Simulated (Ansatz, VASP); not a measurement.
# Ge in VASP and in Ansatz

INCAR

```
SYSTEM = Ge
PREC = Accurate
ENCUT = 600
EDIFF = 1E-6
ISMEAR = 0
SIGMA = 0.1
LREAL = .FALSE.
LASPH = .TRUE.
NELM = 80
ALGO = Normal
ISIF = 3
LWAVE = .FALSE.
LCHARG = .FALSE.
GGA = PE
IBRION = 2
NSW = 90
EDIFFG = -0.04
```

File KPOINTS:

```
regular mesh
0
G
  6 6 6
  0 0 0
```

Contents of POSCAR:

```
Ge
1.0
   -3.6029806600      3.6029806600      2.1545889800
    3.6029806600     -3.6029806600      2.1545889800
    3.6029806600      3.6029806600     -2.1545889800
Ge
6
Direct
    0.5000000000      0.5000000000      0.0000000000
    0.2500000000      0.7500000000      0.5000000000
    0.8251750700      0.6250000000      0.7001750700
    0.9248249300      0.1250000000      0.2998249300
    0.3750000000      0.1748249300      0.2998249300
    0.8750000000      0.0751750700      0.7001750700
```

Input for Ansatz:

```yaml
crystal:
  lattice:
    - [-3.60298066, 3.60298066, 2.15458898]
    - [3.60298066, -3.60298066, 2.15458898]
    - [3.60298066, 3.60298066, -2.15458898]
  atoms:
    - { symbol: Ge, position: [0.5, 0.5, 0.0] }
    - { symbol: Ge, position: [0.25, 0.75, 0.5] }
    - { symbol: Ge, position: [0.82517507, 0.625, 0.70017507] }
    - { symbol: Ge, position: [0.92482493, 0.125, 0.29982493] }
    - { symbol: Ge, position: [0.375, 0.17482493, 0.29982493] }
    - { symbol: Ge, position: [0.875, 0.07517507, 0.70017507] }
basis:
  ecutwfc: 420
kpoints:
  mp_grid: { grid: [6, 6, 6] }
hamiltonian:
  xc: pbe
scf:
  occupations: { method: gaussian, width: 0.1 }
  lower_state_search: "off"
output:
  forces: true
  stress: true
  eigenvalues: true
relax:
  adjacent_minimum: "off"
  f_tol: 0.04
  max_steps: 70
  cell: { stress_tol: 0.4 }
```

Alike in both runs: task relaxation of cell and atoms; functional PBE; k mesh 6 × 6 × 6; occupations gaussian, width 0.1 eV; no spin polarisation.

|  | VASP | Ansatz |
| --- | --- | --- |
| version | VASP 6.6.1 | Ansatz 0.2.0 |
| potentials or method | VASP PAW PBE potentials, release 64 (Ge_d), cutoff 600 eV | scalar-relativistic, plane waves, PAW |
| valence electrons in the cell | 84 | 84 |

```csv
,VASP,Ansatz,Ansatz less VASP
"gap on the k mesh at the Fermi level, each at its own relaxed structure (eV)",none,none,-
relaxed volume (Å³/atom),21.83,21.67,-0.164
relaxed length of the cell vector where the two differ most in proportion (Å),5.812,5.796,-0.0167
```

A gap of «none» marks a metal or a gap that the smearing closes.

Noted on VASP's run: the volume moved by over 15 % at a fixed basis, so the end points are rough.
